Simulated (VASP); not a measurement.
The system is TaSi2.

```
Ta Si
1.0
     4.78000    0.00000    0.00000
    -2.39000    4.13960    0.00000
     0.00000    0.00000    6.56400
Ta Si
3 6
Cartesian
  -1.1950 2.0698 1.0940
  1.1950 2.0698 5.4700
  2.3900 0.0000 3.2820
  1.1949 0.6899 1.0940
  -1.1951 3.4497 5.4700
  2.3900 2.7599 3.2820
  1.1951 3.4497 1.0940
  3.5851 0.6899 5.4700
  0.0000 1.3797 3.2820
```

| Item | Value |
| --- | --- |
| Program | VASP 6.6.1 |
| Task | relaxation of cell and atoms |
| Functional | PBEsol |
| Dispersion | D4 |
| Potentials or basis | VASP PAW PBE potentials, release 64 (Ta_pv, Si) |
| Cutoff | 600 eV |
| k mesh | 7 × 7 × 4 |
| Occupations | fermi-dirac, width 0.05 eV |
| Spin | no spin polarisation |

At the start: pressure -3.5 GPa; volume 14.43 Å³/atom.

Question: Where does the relaxation end?

Answer: Over 10 steps the energy falls by 19.5 meV/atom and the volume is 14.13 Å³/atom (-2.1 %); space group P6_222 (No. 180, to 0.1 Å) before and after.

Step by step:
| step | energy change (eV) | largest force (eV/Å) | pressure (GPa) | volume (Å³) |
| --- | --- | --- | --- | --- |
| 1 | 0.0000 | 0.7500 | -3.50 | 129.88 |
| 2 | -0.1029 | 0.3249 | 5.28 | 124.05 |
| 3 | -0.1187 | 0.4577 | 2.78 | 125.55 |
| 4 | -0.1652 | 0.0922 | -0.51 | 127.37 |
| 5 | -0.1694 | 0.0320 | 0.16 | 126.96 |
| 6 | -0.1747 | 0.0004 | -0.19 | 127.33 |
| 7 | -0.1753 | 0.0069 | -0.10 | 127.24 |
| 8 | -0.1753 | 0.0067 | -0.12 | 127.25 |
| 9 | -0.1753 | 0.0012 | 0.13 | 127.09 |
| 10 | -0.1754 | 0.0041 | 0.01 | 127.17 |

Final structure:
```
Ta Si
1.0
     4.73653    0.00000    0.00000
    -2.36826    4.10195    0.00000
     0.00000    0.00000    6.54527
Ta Si
3 6
Direct
  0.00000 0.50000 0.16667
  0.50000 0.50000 0.83333
  0.50000 0.00000 0.50000
  0.31925 0.15962 0.16667
  0.15962 0.84038 0.83333
  0.84038 0.68075 0.50000
  0.68075 0.84038 0.16667
  0.84038 0.15962 0.83333
  0.15962 0.31925 0.50000
```

Caveat: the PAW data sets were made with another functional, which shifts forces and pressure a little; an odd number of electrons without spin polarisation forces a metal; a magnetic or distorted state may lie lower.
